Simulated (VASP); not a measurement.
# IrRh4 (I4/m) in VASP: single point with PBE

Aim: the single point of IrRh4 with PBE.

Program: VASP 6.6.1. These are calculated values, not measurements. Logs are shortened: lines on timing, memory, paths and dates and some standing lists are left out, and cuts for length are marked.

**1. The cell of the first run**

The structure is tetragonal, space group I4/m (No. 87). Conventional cell: a = 6.067 Å, b = 6.067 Å, c = 3.835 Å, α = 90.00°, β = 90.00°, γ = 90.00°. Ir (site symmetry 4/m) has 12 Rh at 2.71 Å within 3.6 Å. Within 3.6 Å of Rh (site symmetry m) lie 9 Rh at 2.70 to 2.73 Å and 3 Ir at 2.71 Å.

**2. Single point, PBE**

File INCAR:

```
ALGO = Fast
EDIFF = 1E-6
ENCUT = 520
GGA = PE
ISIF = 2
ISMEAR = 0
LASPH = True
LCHARG = False
LREAL = False
LWAVE = False
NBANDS = 42
NELM = 80
PREC = Accurate
SIGMA = 0.1
```

File KPOINTS:

```
k-points
0
Gamma
  12 12 12
```

File POSCAR:

```
IrRh4
1.0
   -3.0336385851      3.0336385851      1.9174809860
    3.0336385851     -3.0336385851      1.9174809860
    3.0336385851      3.0336385851     -1.9174809860
Ir Rh
1 4
Direct
    0.0000000000      0.0000000000      0.0000000000
    0.2006816562      0.6013261764      0.8020078326
    0.7993183438      0.3986738236      0.1979921675
    0.6013261764      0.7993183438      0.4006445202
    0.3986738236      0.2006816562      0.5993554798
```

Potentials or basis: VASP PAW PBE potentials, release 64 (Ir, Rh_pv).

Run with:

```bash
> cat potpaw_PBE.64/Ir/POTCAR potpaw_PBE.64/Rh_pv/POTCAR > POTCAR
> mpirun -np 1 vasp_std > vasp.out
```

OUTCAR:

```text
EDIFF = 1E-6
   ENCUT = 520
   GGA = PE
   ISIF = 2
   ISMEAR = 0
   LASPH = True
   LREAL = False
   NELM = 80
   PREC = Accurate

 ion  position               nearest neighbor table
   1  0.000  0.000  0.000-   2 2.71   5 2.71   4 2.71   3 2.71   3 2.71   5 2.71   4 2.71   4 2.71
                             5 2.71   2 2.71   2 2.71   3 2.71
   2  0.201  0.601  0.802-   3 2.70   3 2.70   1 2.71   4 2.71   5 2.71   1 2.71   1 2.71   5 2.72
                             5 2.72   4 2.72   4 2.72   3 2.73
   3  0.799  0.399  0.198-   2 2.70   2 2.70   1 2.71   4 2.71   5 2.71   1 2.71   1 2.71   5 2.72
                             4 2.72   5 2.72   4 2.72   2 2.73
   4  0.601  0.799  0.401-   5 2.70   5 2.70   1 2.71   3 2.71   2 2.71   1 2.71   1 2.71   3 2.72
                             3 2.72   2 2.72   2 2.72   5 2.73
   5  0.399  0.201  0.599-   4 2.70   4 2.70   1 2.71   2 2.71   3 2.71   1 2.71   1 2.71   3 2.72
                             3 2.72   2 2.72   2 2.72   4 2.73

  LATTYP: Found a body centered tetragonal cell.
 ALAT       =     6.0672771702
 C/A-ratio  =     0.6320729817

  Lattice vectors:

 A1 = (  -3.0336385851,   3.0336385851,   1.9174809860)
 A2 = (   3.0336385851,  -3.0336385851,   1.9174809860)
 A3 = (   3.0336385851,   3.0336385851,  -1.9174809860)

Analysis of symmetry for initial positions (statically):
=====================================================================
 Subroutine PRICEL returns:
 Original cell was already a primitive cell.

 Routine SETGRP: Setting up the symmetry group for a
 body centered tetragonal supercell.

 Subroutine GETGRP returns: Found  8 space group operations
 (whereof  8 operations were pure point group operations)
 out of a pool of 16 trial point group operations.

The static configuration has the point symmetry C_4h.

Analysis of symmetry for dynamics (positions and initial velocities):
=====================================================================
 Subroutine PRICEL returns:
 Original cell was already a primitive cell.

 Routine SETGRP: Setting up the symmetry group for a
 body centered tetragonal supercell.

 Subroutine GETGRP returns: Found  8 space group operations
 (whereof  8 operations were pure point group operations)
 out of a pool of 16 trial point group operations.

The dynamic configuration has the point symmetry C_4h.

 Subroutine INISYM returns: Found  8 space group operations
 (whereof  8 operations are pure point group operations),
 and found     1 'primitive' translations

----------------------------------------------------------------------------------------

                                     Primitive cell

  volume of cell :      70.5860

  direct lattice vectors                    reciprocal lattice vectors
    -3.033638585  3.033638585  1.917480986     0.000000000  0.164818579  0.260758779
     3.033638585 -3.033638585  1.917480986     0.164818579  0.000000000  0.260758779
     3.033638585  3.033638585 -1.917480986     0.164818579  0.164818579  0.000000000

  length of vectors
     4.699219027  4.699219027  4.699219027     0.308480639  0.308480639  0.233088669

  position of ions in fractional coordinates (direct lattice)
     0.000000000  0.000000000  0.000000000
     0.200681656  0.601326176  0.802007833
     0.799318344  0.398673824  0.197992167
     0.601326176  0.799318344  0.400644520
     0.398673824  0.200681656  0.599355480

  ion indices of the primitive-cell ions
   primitive index   ion index
                 1           1
                 2           2
                 3           3
                 4           4
                 5           5

----------------------------------------------------------------------------------------

 KPOINTS: k-points

Automatic generation of k-mesh.
 Grid dimensions read from file:
 generate k-points for:   12   12   12

 Generating k-lattice:

  Cartesian coordinates                     Fractional coordinates (reciprocal lattice)
     0.000000000  0.013734882  0.021729898     0.083333333  0.000000000 -0.000000000
     0.013734882  0.000000000  0.021729898     0.000000000  0.083333333 -0.000000000
     0.013734882  0.013734882  0.000000000     0.000000000  0.000000000  0.083333333

  Length of vectors
     0.025706720  0.025706720  0.019424056

  Shift w.r.t. Gamma in fractional coordinates (k-lattice)
     0.000000000  0.000000000  0.000000000

 Subroutine IBZKPT returns following result:
 ===========================================

 Found    242 irreducible k-points:

 Following reciprocal coordinates:
            Coordinates               Weight
  0.000000  0.000000  0.000000      1.000000
  0.083333  0.000000  0.000000      8.000000
  0.166667  0.000000 -0.000000      8.000000
  0.250000  0.000000 -0.000000      8.000000
  0.333333  0.000000 -0.000000      8.000000
  0.416667  0.000000 -0.000000      8.000000
[... 16 lines left out ...]
 -0.250000  0.083333 -0.000000      8.000000
 -0.083333  0.250000  0.000000      8.000000
 [... further k-points ...]
   k-points           NKPTS =    242   k-points in BZ     NKDIM =    242   number of bands    NBANDS=     42
   number of dos      NEDOS =    301   number of ions     NIONS =      5
   total plane-waves  NPLWV =  46656
   dimension x,y,z NGX =    36 NGY =   36 NGZ =   36
   dimension x,y,z NGXF=    72 NGYF=   72 NGZF=   72
   ions per type =               1   4
   NGX,Y,Z   is equivalent  to a cutoff of  12.74, 12.74, 12.74 a.u.
   NGXF,Y,Z  is equivalent  to a cutoff of  25.47, 25.47, 25.47 a.u.
 SYSTEM =  unknown system
   PREC   = accura    normal or accurate (medium, high low for compatibility)
   ISTART =      0    job   : 0-new  1-cont  2-samecut
   ICHARG =      2    charge: 1-file 2-atom 10-const
   ISPIN  =      1    spin polarized calculation?
   LNONCOLLINEAR =      F non collinear calculations
   LSORBIT =      F    spin-orbit coupling
   LASPH  =      T    aspherical Exc in radial PAW
   ENCUT  =  520.0 eV  38.22 Ry    6.18 a.u.   8.74  8.74  8.74*2*pi/ulx,y,z
   NELM   =     80;   NELMIN=  2; NELMDL= -5     # of ELM steps
   EDIFF  = 0.1E-05   stopping-criterion for ELM
   LREAL  =      F    real-space projection
   EDIFFG = 0.1E-04   stopping-criterion for IOM
   NSW    =      0    number of steps for IOM
   IBRION =     -1    ionic relax: 0-MD 1-quasi-New 2-CG
   NFREE  =      0    steps in history (QN), initial steepest desc. (CG)
   ISIF   =      2    stress and relaxation
   ISYM   =      2    0-nonsym 1-usesym 2-fastsym
   POTIM  = 0.5000    time-step for ionic-motion
   TEBEG  =    0.0;   TEEND  =   0.0 temperature during run
   PSTRESS=    0.0 pullay stress
   NELECT =      69.0000    total number of electrons
   NUPDOWN=      -1.0000    fix difference up-down
   EMIN   =  10.00;   EMAX   =-10.00  energy-range for DOS
   EFERMI =   0.00;   METHOD = LEGACY
   ISMEAR =     0;   SIGMA  =   0.10  broadening in eV -4-tet -1-fermi 0-gaus
   EFERMI_NEDOS =   21; number of points for ismear=-14 and -15
   IALGO  =     68    algorithm
   IMIX   =      4    mixing-type and parameters
     AMIX     =   0.40;   BMIX     =  1.00
     AMIX_MAG =   1.60;   BMIX_MAG =  1.00
  volume/ion in A,a.u.               =      14.12        95.27
  Fermi-wavevector in a.u.,A,eV,Ry     =   1.624744  3.070321 35.916566  2.639793
  Thomas-Fermi vector in A             =   2.717981
   LORBIT       =      0    0 simple, 1 ext, 2 COOP (PROOUT), +10 PAW based schemes
   GGA     = PE    functional components
   LHFCALC =     F    Hartree Fock is set to
   AEXX    =    0.0000 exact exchange contribution
   IVDW    =     0    specifies the selected vdW correction
   LEPSILON=     F    determine dielectric tensor
   LRPA    =     F    only Hartree local field effects (RPA)
 non-spin polarized calculation
 RMM-DIIS sequential band-by-band and
 Gauss-broadening in eV      SIGMA  =   0.10
  energy-cutoff  :      520.00
  volume of cell :       70.59
 maximum number of plane-waves:      1928
   NGX = 17   NGY = 17   NGZ = 17

 number of electron      69.0000002 magnetization

 Free energy of the ion-electron system (eV)
  ---------------------------------------------------
  ext. energy  EPLUGINS =         0.00000000
  ---------------------------------------------------
  free energy    TOTEN  =       -37.98089905 eV

  energy without entropy =      -37.94937862  energy(sigma->0) =      -37.96513884

 E-fermi :  11.1943     XC(G=0): -13.8947

 val. band max:       11.1940967910   @ k =   0.4167   0.2500   0.1667
 cond. band min:      11.1951880463   @ k =   0.3333   0.0833  -0.0000
 fundamental gap:      0.0010912553
 Fermi energy:        11.1942647120

 k-point     1 :       0.0000    0.0000    0.0000
  band No.  band energies     occupation
      1     -35.7080      2.00000
      2     -35.6893      2.00000
      3     -35.5833      2.00000
      4     -35.5833      2.00000
      5     -35.5648      2.00000
      6     -35.5648      2.00000
[... 34 lines left out ...]
     41      16.6062      0.00000
     42      17.4298      0.00000

 k-point     2 :       0.0833    0.0000    0.0000
  band No.  band energies     occupation
      1     -35.7142      2.00000
      2     -35.6890      2.00000
      3     -35.6144      2.00000
      4     -35.6098      2.00000
      5     -35.5590      2.00000
      6     -35.5310      2.00000
[... 34 lines left out ...]
     41      17.2754      0.00000
     42      17.8884      0.00000

 k-point     3 :       0.1667    0.0000   -0.0000
  band No.  band energies     occupation
      1     -35.7291      2.00000
      2     -35.6940      2.00000
      3     -35.6458      2.00000
      4     -35.6224      2.00000
      5     -35.5612      2.00000
      6     -35.4883      2.00000
[... 897 lines left out ...]
      4     -35.5989      2.00000
      5     -35.5874      2.00000
      6     -35.4882      2.00000
[... 34 lines left out ...]
     41      17.8202      0.00000
     42      18.7591      0.00000

 k-point    24 :      -0.0833    0.2500    0.0000
  band No.  band energies     occupation
      1     -35.7336      2.00000
      2     -35.6859      2.00000
      3     -35.6477      2.00000
      4     -35.6164      2.00000
      5     -35.5692      2.00000
      6     -35.4972      2.00000
[... 34 lines left out ...]
     41      18.0425      0.00000
     42      18.1802      0.00000

 [... further k-points ...]

------------------------ aborting loop because EDIFF is reached ----------------------------------------

  FORCE on cell =-STRESS in cart. coord.  units (eV):
  Direction    XX          YY          ZZ          XY          YZ          ZX
  --------------------------------------------------------------------------------------
  -------------------------------------------------------------------------------------
  Total        0.0381126      0.0381126      0.0262388      0.0000000      0.0000000      0.0000000
  in kB        0.8650891      0.8650891      0.5955736      0.0000007      0.0000000      0.0000000
  external PRESSURE =       0.7752506 kB  Pullay stress =       0.0000000 kB

 VOLUME and BASIS-vectors are now :
 -----------------------------------------------------------------------------
  energy-cutoff  :      520.00
  volume of cell :       70.59
      direct lattice vectors                 reciprocal lattice vectors
    -3.033638585  3.033638585  1.917480986     0.000000000  0.164818579  0.260758779
     3.033638585 -3.033638585  1.917480986     0.164818579  0.000000000  0.260758779
     3.033638585  3.033638585 -1.917480986     0.164818579  0.164818579  0.000000000

 POSITION                                       TOTAL-FORCE (eV/Angst)
 -----------------------------------------------------------------------------------
      0.00000      0.00000      0.00000         0.000000     -0.000000     -0.000000
      3.64841      1.21759      0.00000         0.002844      0.002435      0.000000
     -0.61477      1.81605      1.91748        -0.002844     -0.002435     -0.000000
      1.81605      0.61477      1.91748        -0.002435      0.002844      0.000000
      1.21759      2.41886     -0.00000         0.002435     -0.002844     -0.000000
 -----------------------------------------------------------------------------------
    total drift:                               -0.000000     -0.000000      0.000000

  FREE ENERGIE OF THE ION-ELECTRON SYSTEM (eV)
  ---------------------------------------------------
  free  energy   TOTEN  =       -37.9808990534 eV

  energy  without entropy=      -37.9493786187  energy(sigma->0) =      -37.96513884
```

It took 5.4 min on 1 thread of Intel Xeon 6975P-C (Granite Rapids), shared host; peak memory 0.64 GiB.

What came out:

- Free energy: -37.9809 eV
- Pressure: 0.1 GPa
- Largest force: 0.004 eV/Å
- Band gap on the k mesh: zero (an odd number of electrons rules out a gap without spin polarisation)

Forces in eV/Å, atoms in the order of the input:
```
Ir   0.000  0.000  0.000
Rh   0.003  0.002  0.000
Rh  -0.003 -0.002  0.000
Rh  -0.002  0.003  0.000
Rh   0.002 -0.003  0.000
```

Caveat: spin-orbit coupling is left out, which moves the levels of the heavy elements.
